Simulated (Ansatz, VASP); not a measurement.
# VSi: VASP beside Ansatz

The input INCAR:

```
SYSTEM = VSi
PREC     = Accurate       ! precision mode
ENCUT    = 520            ! plane-wave cutoff, eV
EDIFF    = 1E-7           ! SCF threshold, eV
ISMEAR   = 0              ! smearing method
SIGMA    = 0.1            ! smearing width, eV
LREAL    = .False.        ! projectors in reciprocal space
LASPH    = .True.         ! aspherical terms in the spheres
NELM     = 150            ! most SCF steps
ALGO     = Normal         ! electronic algorithm
ISIF     = 2              ! what is computed and relaxed
LWAVE    = .False.        ! write WAVECAR
LCHARG   = .False.        ! write CHGCAR
ISPIN    = 2              ! spin polarisation
MAGMOM   = 2 0            ! initial moments
LORBIT   = 11             ! projections on sites
LMAXMIX  = 4              ! l up to which the mixer works
GGA      = PE             ! functional
NBANDS   = 20             ! bands
```

The input KPOINTS:

```
Automatic mesh
0
Gamma
  6 6 6
  0 0 0
```

POSCAR

```
VSi
1.0
    2.8101185042      0.0000000000      0.0000000000
    0.0000000000      2.8101185042      0.0000000000
    0.0000000000      0.0000000000      3.6832624680
V Si
1 1
Direct
    0.5000000000      0.5000000000      0.5000000000
    0.0000000000      0.0000000000      0.0000000000
```

Input for Ansatz:

```yaml
crystal:
  lattice:
    - [2.8101185042, 0.0, 0.0]
    - [0.0, 2.8101185042, 0.0]
    - [0.0, 0.0, 3.683262468]
  atoms:
    - { symbol: V, position: [0.5, 0.5, 0.5], spin: 2.0 }
    - { symbol: Si, position: [0.0, 0.0, 0.0] }
basis:
  ecutwfc: 420
kpoints:
  mp_grid: { grid: [6, 6, 6] }
hamiltonian:
  xc: pbe
scf:
  occupations: { method: gaussian, width: 0.1 }
  lower_state_search: "off"
output:
  forces: true
  stress: true
  eigenvalues: true
  populations: true
magnetization:
  spin_polarized: true
```

Alike in both runs: task single point; functional PBE; k mesh 6 × 6 × 6; occupations gaussian, width 0.1 eV; collinear spin.

```csv
,VASP,Ansatz
version,VASP 6.6.1,Ansatz 0.2.0
potentials or method,"VASP PAW PBE potentials, release 64 (V_sv, Si), cutoff 520 eV","scalar-relativistic, plane waves, PAW"
valence electrons in the cell,17,17
```

|  | VASP | Ansatz | Ansatz less VASP |
| --- | --- | --- | --- |
| gap on the k mesh at the Fermi level (eV) | none | none | - |
| pressure (GPa) | -16.5 | -16.5 | -0.06 |
| traceless stress, the component that is largest in VASP (GPa) | 2.46 | 2.46 | -0.003 |
| net moment per atom (μB) | 0.00 | 0.00 | 0.000 |

A gap of «none» marks a metal or a gap that the smearing closes. With one functional, cell and mesh, what is left measures potentials, basis and numerics. Ansatz's warnings: seeded moment not kept.

The k mesh is coarse, so the values compare programs but aren't converged.
